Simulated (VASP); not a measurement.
# SrO: single point with PBE

SrO:

```
Sr O
1.0
     0.00000    2.57989    2.57989
     2.57989    0.00000    2.57989
     2.57989    2.57989    0.00000
Sr O
1 1
Direct
  0.00000 0.00000 0.00000
  0.50000 0.50000 0.50000
```

| Item | Value |
| --- | --- |
| Program | VASP 6.6.1 |
| Task | single point |
| Functional | PBE |
| Potentials or basis | VASP PAW PBE potentials, release 64 (Sr_sv, O) |
| Cutoff | 520 eV |
| k mesh | 8 × 8 × 8 |
| Occupations | gaussian, width 0.01 eV |
| Spin | non-collinear spin, zero start, spin-orbit coupling |
| Starting moments | [[0.0, 0.0, 0.0], [0.0, 0.0, 0.0]] μB |

```json
{
 "Pressure": "2.4 GPa",
 "Net moment": "0.00 μB per cell",
 "Valence electrons inside the program's atomic spheres": "Sr 8.10; O 4.97"
}
```

Moments on the atoms (μB; x, y, z):
```
Sr  0.00 0.00 0.00
O   0.00 0.00 0.00
```

Run time: 67 s on 1 thread of Intel(R) Xeon(R) Platinum 8259CL CPU @ 2.50GHz (Skylake/Cascade Lake), with other jobs on the host, peak memory 0.26 GiB.
